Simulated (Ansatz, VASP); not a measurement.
## Rh: VASP beside Ansatz

File INCAR:

```
SYSTEM = Rh
PREC = Accurate ; ENCUT = 520
EDIFF = 1E-7 ; ISMEAR = -1
SIGMA = 0.05 ; LREAL = .False.
LASPH = .True. ; NELM = 100
ALGO = Normal ; ISIF = 2
LWAVE = .False. ; LCHARG = .True.
LELF = .True. ; LVHAR = .True.
NBANDS = 38
```

The input KPOINTS:

```
regular mesh
0
Gamma
  11 11 3
  0 0 0
```

Contents of POSCAR:

```
Rh
1.0
    2.6917446234      0.0000000000      0.0000000000
   -1.3458723117      2.3311192244      0.0000000000
    0.0000000000      0.0000000000      8.7980701300
Rh
4
Direct
    0.6666666667      0.3333333333      0.7500000000
    0.0000000000      0.0000000000      0.5000000000
    0.3333333333      0.6666666667      0.2500000000
    0.0000000000      0.0000000000      0.0000000000
```

File input.yaml:

```yaml
crystal:
  lattice:
    - [2.6917446234, 0.0, 0.0]
    - [-1.3458723117, 2.3311192244, 0.0]
    - [0.0, 0.0, 8.79807013]
  atoms:
    - { symbol: Rh, position: [0.6666666667, 0.3333333333, 0.75] }
    - { symbol: Rh, position: [0.0, 0.0, 0.5] }
    - { symbol: Rh, position: [0.3333333333, 0.6666666667, 0.25] }
    - { symbol: Rh, position: [0.0, 0.0, 0.0] }
kpoints:
  mp_grid: { grid: [11, 11, 3] }
  band_path:
    path:
      - [0.0, 0.0, 0.0]
      - [0.5, 0.0, 0.0]
      - [0.3333333333, 0.3333333333, 0.0]
      - [0.0, 0.0, 0.0]
      - [0.0, 0.0, 0.5]
      - [0.5, 0.0, 0.5]
      - [0.3333333333, 0.3333333333, 0.5]
      - [0.0, 0.0, 0.5]
    npoints: 10
scf:
  occupations: { method: fermi_dirac, width: 0.05 }
hamiltonian:
  xc: lda
  pseudopotentials: { kind: all_electron, lapw: { basis_error: 0.002 } }
output:
  forces: true
  stress: true
  eigenvalues: true
```

Alike in both runs: functional LDA; k mesh 11 × 11 × 3; occupations fermi-dirac, width 0.05 eV; no spin polarisation.

|  | VASP | Ansatz |
| --- | --- | --- |
| version | VASP 6.6.1 | Ansatz 0.2.0 |
| potentials or method | VASP PAW LDA potentials, release 64 (Rh_pv), cutoff 520 eV | all-electron LAPW, scalar-relativistic |
| task | single point | band structure |

Ansatz gave:

| Property | Result |
| --- | --- |
| gap on the k mesh at the Fermi level (eV) | none |
| pressure (GPa) | -11.6 |
| traceless stress, the component that is largest in VASP (GPa) | -1.14 |

What did VASP give for the same quantities?

gap on the k mesh at the Fermi level (eV): none; pressure (GPa): -10.8; traceless stress, the component that is largest in VASP (GPa): -1.13.

LDA's correlation is that of Perdew and Zunger in VASP and of Perdew and Wang (1992) in Ansatz. A gap of «none» marks a metal or a gap that the smearing closes. Ansatz ran all-electron here, and VASP with PAW potentials.
